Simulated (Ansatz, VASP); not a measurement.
**BP in VASP and in Ansatz**

```
B P
1.0
     3.20339    0.00000    0.00000
    -1.60170    2.77422    0.00000
     0.00000    0.00000   23.80000
B P
1 1
Direct
  0.33333 0.66667 0.29412
  0.66667 0.33333 0.29412
```

Alike in both runs: functional PBE; dispersion D4; k mesh 12 × 12 × 1; occupations gaussian, width 0.03 eV; no spin polarisation.

Ansatz relaxed the structure, and its values are those at the end. VASP's run is a single point on that final structure, the one shown.

|  | VASP | Ansatz |
| --- | --- | --- |
| version | VASP 6.6.1 | Ansatz 0.2.0 |
| potentials or method | VASP PAW PBE potentials, release 64 (B, P), cutoff 420 eV | scalar-relativistic, plane waves, PAW |
| valence electrons in the cell | 8 | 8 |

Ansatz gave:

* gap on the k mesh at the Fermi level (eV): 0.89
* least direct gap on the mesh (eV): 0.89

**Question.** What did VASP give for the same quantities?

**Answer.** gap on the k mesh at the Fermi level (eV): 0.90; least direct gap on the mesh (eV): 0.90.

Ansatz's warnings: slab cell height set, structure snapped to symmetry.
